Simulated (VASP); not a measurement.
# InSb (Pmmn) in VASP: a series of runs, part 2 of 2

VASP 6.6.1.

### 4 Relaxation of shape and atoms at fixed volume, PBE+D3(BJ)

This run uses another cell than the first one, of 26.68 Å³/atom, 1.042 times its volume.

Input file INCAR:

```
  PREC = Accurate
  ENCUT = 600
  EDIFF = 1E-6
  ISMEAR = 0
  SIGMA = 0.05
  LREAL = F
  LASPH = T
  NELM = 100
  ALGO = Normal
  ISIF = 4
  LWAVE = F
  LCHARG = F
  GGA = PE
  IVDW = 12
  IBRION = 2
  NSW = 60
  EDIFFG = -0.01
```

Input file KPOINTS:

```
regular mesh
0
Gamma
  4 4 8
```

Input file POSCAR:

```
InSb
1.0
    5.6016278548      0.0000000000      0.0000000000
    0.0000000000      5.6048626835      0.0000000000
    0.0000000000      0.0000000000      3.3992669682
In Sb
2 2
Direct
    0.0000000000      0.0000000000      0.0009039897
    0.5000000000      0.5000000000     -0.0009039897
    0.5000000000      0.0000000000      0.6568763439
    0.0000000000      0.5000000000      0.3431236561
```

Potentials or basis: VASP PAW PBE potentials, release 64 (In_d, Sb).

Launch:

```
$ cat potpaw_PBE.64/In_d/POTCAR potpaw_PBE.64/Sb/POTCAR > POTCAR
$ mpirun -np 1 vasp_std > vasp.out
```

OUTCAR:

```text
PREC = Accurate
   ENCUT = 600
   EDIFF = 1E-6
   ISMEAR = 0
   LREAL = F
   LASPH = T
   NELM = 100
   ISIF = 4
   GGA = PE
   IVDW = 12
   IBRION = 2
   NSW = 60
   EDIFFG = -0.01
 IVDW          = 12

 ion  position               nearest neighbor table
   1  0.000  0.000  0.001-   4 3.03   4 3.03   3 3.04   3 3.04   3 3.58   3 3.58   4 3.59   4 3.59
                             2 3.96   2 3.96   2 3.96   2 3.96
   2  0.500  0.500  0.999-   3 3.03   3 3.03   4 3.04   4 3.04   4 3.58   4 3.58   3 3.59   3 3.59
                             1 3.96   1 3.96   1 3.96   1 3.96
   3  0.500  0.000  0.657-   2 3.03   2 3.03   1 3.04   1 3.04   1 3.58   1 3.58   2 3.59   2 3.59

   4  0.000  0.500  0.343-   1 3.03   1 3.03   2 3.04   2 3.04   2 3.58   2 3.58   1 3.59   1 3.59

  LATTYP: Found a simple orthorhombic cell.
 ALAT       =     3.3992669682
 B/A-ratio  =     1.6478928861
 C/A-ratio  =     1.6488445115

  Lattice vectors:

 A1 = (   0.0000000000,   0.0000000000,   3.3992669682)
 A2 = (   5.6016278548,   0.0000000000,   0.0000000000)
 A3 = (   0.0000000000,   5.6048626835,   0.0000000000)

Analysis of symmetry for initial positions (statically):
=====================================================================
 Subroutine PRICEL returns:
 Original cell was already a primitive cell.

 Routine SETGRP: Setting up the symmetry group for a
 simple orthorhombic supercell.

 Subroutine GETGRP returns: Found  8 space group operations
 (whereof  4 operations were pure point group operations)
 out of a pool of  8 trial point group operations.

The static configuration has the point symmetry C_2v.
 The point group associated with its full space group is D_2h.

Analysis of symmetry for dynamics (positions and initial velocities):
=====================================================================
 Subroutine PRICEL returns:
 Original cell was already a primitive cell.

 Routine SETGRP: Setting up the symmetry group for a
 simple orthorhombic supercell.

 Subroutine GETGRP returns: Found  8 space group operations
 (whereof  4 operations were pure point group operations)
 out of a pool of  8 trial point group operations.

The dynamic configuration has the point symmetry C_2v.
 The point group associated with its full space group is D_2h.

 Subroutine INISYM returns: Found  8 space group operations
 (whereof  4 operations are pure point group operations),
 and found     1 'primitive' translations

----------------------------------------------------------------------------------------

                                     Primitive cell

  volume of cell :     106.7246

  direct lattice vectors                    reciprocal lattice vectors
     5.601627855  0.000000000  0.000000000     0.178519535  0.000000000  0.000000000
     0.000000000  5.604862684  0.000000000     0.000000000  0.178416503  0.000000000
     0.000000000  0.000000000  3.399266968     0.000000000  0.000000000  0.294181072

  length of vectors
     5.601627855  5.604862684  3.399266968     0.178519535  0.178416503  0.294181072

  position of ions in fractional coordinates (direct lattice)
     0.000000000  0.000000000  0.000903990
     0.500000000  0.500000000  0.999096010
     0.500000000  0.000000000  0.656876344
     0.000000000  0.500000000  0.343123656

  ion indices of the primitive-cell ions
   primitive index   ion index
                 1           1
                 2           2
                 3           3
                 4           4

[... 51 lines left out ...]
  0.500000  0.250000  0.250000      4.000000
 [... further k-points ...]
   k-points           NKPTS =     45   k-points in BZ     NKDIM =     45   number of bands    NBANDS=     22
   number of dos      NEDOS =    301   number of ions     NIONS =      4
   total plane-waves  NPLWV =  64512
   dimension x,y,z NGX =    48 NGY =   48 NGZ =   28
   dimension x,y,z NGXF=    96 NGYF=   96 NGZF=   56
   ions per type =               2   2
   NGX,Y,Z   is equivalent  to a cutoff of  14.25, 14.24, 13.69 a.u.
   NGXF,Y,Z  is equivalent  to a cutoff of  28.49, 28.47, 27.39 a.u.
 SYSTEM =  unknown system
   PREC   = accura    normal or accurate (medium, high low for compatibility)
   ISTART =      0    job   : 0-new  1-cont  2-samecut
   ICHARG =      2    charge: 1-file 2-atom 10-const
   ISPIN  =      1    spin polarized calculation?
   LNONCOLLINEAR =      F non collinear calculations
   LSORBIT =      F    spin-orbit coupling
   LASPH  =      T    aspherical Exc in radial PAW
   ENCUT  =  600.0 eV  44.10 Ry    6.64 a.u.  11.19 11.19  6.79*2*pi/ulx,y,z
   NELM   =    100;   NELMIN=  2; NELMDL= -5     # of ELM steps
   EDIFF  = 0.1E-05   stopping-criterion for ELM
   LREAL  =      F    real-space projection
   EDIFFG = -.1E-01   stopping-criterion for IOM
   NSW    =     60    number of steps for IOM
   IBRION =      2    ionic relax: 0-MD 1-quasi-New 2-CG
   NFREE  =      1    steps in history (QN), initial steepest desc. (CG)
   ISIF   =      4    stress and relaxation
   ISYM   =      2    0-nonsym 1-usesym 2-fastsym
   POTIM  = 0.5000    time-step for ionic-motion
   TEBEG  =    0.0;   TEEND  =   0.0 temperature during run
   PSTRESS=    0.0 pullay stress
   NELECT =      36.0000    total number of electrons
   NUPDOWN=      -1.0000    fix difference up-down
   EMIN   =  10.00;   EMAX   =-10.00  energy-range for DOS
   EFERMI =   0.00;   METHOD = LEGACY
   ISMEAR =     0;   SIGMA  =   0.05  broadening in eV -4-tet -1-fermi 0-gaus
   EFERMI_NEDOS =   21; number of points for ismear=-14 and -15
   IALGO  =     38    algorithm
   IMIX   =      4    mixing-type and parameters
     AMIX     =   0.40;   BMIX     =  1.00
     AMIX_MAG =   1.60;   BMIX_MAG =  1.00
  volume/ion in A,a.u.               =      26.68       180.05
  Fermi-wavevector in a.u.,A,eV,Ry     =   1.139605  2.153540 17.669865  1.298698
  Thomas-Fermi vector in A             =   2.276308
   LORBIT       =      0    0 simple, 1 ext, 2 COOP (PROOUT), +10 PAW based schemes
   GGA     = PE    functional components
   LHFCALC =     F    Hartree Fock is set to
   AEXX    =    0.0000 exact exchange contribution
   IVDW    =    12    specifies the selected vdW correction
   LEPSILON=     F    determine dielectric tensor
   LRPA    =     F    only Hartree local field effects (RPA)
 conjugate gradient relaxation of ions
 non-spin polarized calculation
 Gauss-broadening in eV      SIGMA  =   0.05
  energy-cutoff  :      600.00
  volume of cell :      106.72
 maximum number of plane-waves:      3586
 NGX is ok and might be reduce to    48
   NGX = 23   NGY = 23   NGZ = 13

 number of electron      35.9999996 magnetization

 Free energy of the ion-electron system (eV)
  ---------------------------------------------------
  ext. energy  EPLUGINS =         0.00000000
  ---------------------------------------------------
  free energy    TOTEN  =       -13.33203900 eV

  energy without entropy =      -13.32949662  energy(sigma->0) =      -13.33076781

 E-fermi :   7.8771     XC(G=0): -10.1691

 val. band max:        7.8612279055   @ k =   0.0000   0.2500   0.3750
 cond. band min:       7.9204782022   @ k =   0.0000   0.0000   0.2500
 fundamental gap:      0.0592502967
 Fermi energy:         7.8771227569

 k-point     1 :       0.0000    0.0000    0.0000
  band No.  band energies     occupation
      1      -6.9098      2.00000
      2      -6.9018      2.00000
      3      -6.8613      2.00000
      4      -6.7773      2.00000
      5      -6.7250      2.00000
      6      -6.6953      2.00000
[... 589 lines left out ...]
     21      10.4927      0.00000
     22      10.4927      0.00000

 [... further k-points ...]

------------------------ aborting loop because EDIFF is reached ----------------------------------------

 Edisp (eV)   -1.70429

 E8    (eV) :    -0.8177

  FORCE on cell =-STRESS in cart. coord.  units (eV):
  Direction    XX          YY          ZZ          XY          YZ          ZX
  --------------------------------------------------------------------------------------
  -------------------------------------------------------------------------------------
  Total      -0.00713    -0.01786    -0.00492     0.00000     0.00000     0.00000
  in kB      -0.10703    -0.26817    -0.07393     0.00000     0.00000     0.00000
  external pressure =       -0.15 kB  Pullay stress =        0.00 kB

 VOLUME and BASIS-vectors are now :
 -----------------------------------------------------------------------------
  energy-cutoff  :      600.00
  volume of cell :      106.72
      direct lattice vectors                 reciprocal lattice vectors
     5.601627855  0.000000000  0.000000000     0.178519535  0.000000000  0.000000000
     0.000000000  5.604862684  0.000000000     0.000000000  0.178416503  0.000000000
     0.000000000  0.000000000  3.399266968     0.000000000  0.000000000  0.294181072

 POSITION                                       TOTAL-FORCE (eV/Angst)
 -----------------------------------------------------------------------------------
      0.00000      0.00000      0.00307         0.000000      0.000000     -0.000834
      2.80081      2.80243      3.39619         0.000000      0.000000      0.000834
      2.80081      0.00000      2.23290         0.000000      0.000000      0.007149
      0.00000      2.80243      1.16637         0.000000      0.000000     -0.007149
 -----------------------------------------------------------------------------------
    total drift:                                0.000000      0.000000      0.000000

  FREE ENERGIE OF THE ION-ELECTRON SYSTEM (eV)
  ---------------------------------------------------
  free  energy   TOTEN  =       -15.0363285914 eV

  energy  without entropy=      -15.0337862134  energy(sigma->0) =      -15.03505740

 reached required accuracy - stopping structural energy minimisation
```

OSZICAR:

```text
N       E                     dE             d eps       ncg     rms          rms(c)
DAV:   1     0.294082733469E+03    0.29408E+03   -0.17436E+04  1980   0.197E+03
DAV:   2     0.123979957292E+02   -0.28168E+03   -0.27808E+03  2040   0.432E+02
DAV:   3    -0.125229463205E+02   -0.24921E+02   -0.24350E+02  2418   0.140E+02
DAV:   4    -0.133839860347E+02   -0.86104E+00   -0.85546E+00  2408   0.280E+01
DAV:   5    -0.134301961673E+02   -0.46210E-01   -0.46195E-01  3106   0.571E+00    0.460E+00
DAV:   6    -0.133414123919E+02    0.88784E-01   -0.22702E-01  2716   0.693E+00    0.253E+00
DAV:   7    -0.133330740034E+02    0.83384E-02   -0.60844E-02  2678   0.262E+00    0.583E-01
DAV:   8    -0.133319642763E+02    0.11097E-02   -0.65358E-03  2506   0.988E-01    0.188E-01
DAV:   9    -0.133320355626E+02   -0.71286E-04   -0.59095E-04  2596   0.175E-01    0.615E-02
DAV:  10    -0.133320366066E+02   -0.10441E-05   -0.22401E-05  2792   0.374E-02    0.246E-02
DAV:  11    -0.133320394898E+02   -0.28831E-05   -0.47943E-06  1976   0.287E-02    0.843E-03
DAV:  12    -0.133320390008E+02    0.48894E-06   -0.35677E-07  1254   0.798E-03
   1 F= -.15036329E+02 E0= -.15035057E+02  d E =-.150363E+02
```

CONTCAR:

```text
InSb
   1.00000000000000
     5.6016278548000003    0.0000000000000000    0.0000000000000000
     0.0000000000000000    5.6048626835000004    0.0000000000000000
     0.0000000000000000    0.0000000000000000    3.3992669682000001
  In              Sb
     2     2
Direct
     0.0000000000000000    0.0000000000000000    0.0009039896999994
     0.5000000000000000    0.5000000000000000    0.9990960103000006
     0.5000000000000000    0.0000000000000000    0.6568763439000023
     0.0000000000000000    0.5000000000000000    0.3431236560999977

  0.00000000E+00  0.00000000E+00  0.00000000E+00
  0.00000000E+00  0.00000000E+00  0.00000000E+00
  0.00000000E+00  0.00000000E+00  0.00000000E+00
  0.00000000E+00  0.00000000E+00  0.00000000E+00
```

It took 38 s on 1 thread of Intel Xeon 6975P-C (Granite Rapids), shared host; peak memory 0.32 GiB.

What came out:

* Free energy: -15.0363 eV
* Pressure after relaxing: 0.0 GPa
* Largest force after relaxing: 0.007 eV/Å
* Band gap on the k mesh: zero (band 18 reaches 9.88 eV, above the bottom of band 19 at 6.39 eV)
* Dispersion energy per atom: -0.426 eV

Forces in eV/Å, atoms in the order of the input:
```
In   0.000  0.000 -0.001
In   0.000  0.000  0.001
Sb   0.000  0.000  0.007
Sb   0.000  0.000 -0.007
```

Final structure:
```xyz
4
Lattice="5.6016 0.0000 0.0000 0.0000 5.6049 0.0000 0.0000 0.0000 3.3993" Properties=species:S:1:pos:R:3 pbc="T T T"
In    0.0000    0.0000    0.0031
In    2.8008    2.8024    3.3962
Sb    2.8008    0.0000    2.2329
Sb    0.0000    2.8024    1.1664
```

Caveat: the relaxation stopped at its first step, so nothing moved; spin-orbit coupling is left out, which moves the levels of the heavy elements; pairwise dispersion overbinds metals, which lowers pressure and volume.

### 5 The runs side by side

```csv
cell,gap on the mesh (eV),pressure (GPa),largest force (eV/Å)
"relaxed from a = 5.527, b = 5.530, c = 3.352 Å, 4 atoms",none,2.3,-
"relaxed from a = 5.565, b = 5.567, c = 3.376 Å, 4 atoms",none,1.1,0.01
"relaxed from a = 5.602, b = 5.605, c = 3.399 Å, 4 atoms",none,0.0,0.01
```

Alike in all rows: task relaxation of shape and atoms at fixed volume; level PBE+D3(BJ); potentials or basis VASP PAW PBE potentials, release 64 (In_d, Sb); no spin polarisation; k mesh 4 × 4 × 8; cutoff (eV) 600; smearing gaussian 0.05 eV.

Caveats: spin-orbit coupling is left out, which moves the levels of the heavy elements; pairwise dispersion overbinds metals, which lowers pressure and volume; the relaxation stopped at its first step, so nothing moved (some runs).

Absolute energies hang on the potentials; compare differences alone.
